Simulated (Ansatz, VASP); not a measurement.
## One calculation of CuSb, two programs

File INCAR:

```
ALGO = Normal ; EDIFF = 1E-6
EDIFFG = -0.01 ; ENCUT = 600
GGA = PE ; IBRION = 2
ISIF = 3 ; ISMEAR = 0
LASPH = T ; LCHARG = F
LREAL = F ; LWAVE = F
NELM = 100 ; NSW = 100
PREC = Accurate ; SIGMA = 0.1
```

File KPOINTS:

```
k-points
0
Gamma
  18 18 14
```

The input POSCAR:

```
CuSb
1.0
    3.1921224785      0.0000000000      0.0000000000
    0.0000000000      3.1921224785      0.0000000000
    0.0000000000      0.0000000000      3.7989827861
Cu Sb
1 1
Direct
    0.5000000000      0.5000000000      0.5000000000
    0.0000000000      0.0000000000      0.0000000000
```

Input for Ansatz:

```yaml
crystal:
  lattice:
    - [3.1921224785, 0.0, 0.0]
    - [0.0, 3.1921224785, 0.0]
    - [0.0, 0.0, 3.7989827861]
  atoms:
    - { symbol: Cu, position: [0.5, 0.5, 0.5] }
    - { symbol: Sb, position: [0.0, 0.0, 0.0] }
basis:
  ecutwfc: 420
kpoints:
  mp_grid: { grid: [18, 18, 14] }
hamiltonian:
  xc: pbe
scf:
  occupations: { method: gaussian, width: 0.1 }
output:
  forces: true
  stress: true
  eigenvalues: true
relax:
  adjacent_minimum: "off"
  f_tol: 0.01
  max_steps: 80
  cell: { stress_tol: 0.05 }
```

Alike in both runs: task relaxation of cell and atoms; functional PBE; k mesh 18 × 18 × 14; occupations gaussian, width 0.1 eV; no spin polarisation.

|  | VASP | Ansatz |
| --- | --- | --- |
| version | VASP 6.6.1 | Ansatz 0.2.0 |
| potentials or method | VASP PAW PBE potentials, release 64 (Cu, Sb), cutoff 600 eV | scalar-relativistic, plane waves, PAW |
| valence electrons in the cell | 16 | 34 |

|  | VASP | Ansatz | Ansatz less VASP |
| --- | --- | --- | --- |
| gap on the k mesh at the Fermi level, each at its own relaxed structure (eV) | none | none | - |
| relaxed volume (Å³/atom) | 19.51 | 19.48 | -0.023 |
| relaxed cell length with the largest relative difference (Å) | 3.807 | 3.786 | -0.0218 |

A gap of «none» marks a metal or a gap that the smearing closes. VASP's potentials hold 16 valence electrons a cell and Ansatz's 34, so a difference there can come from the potentials and not from the codes.

Neither program's run includes spin-orbit coupling.
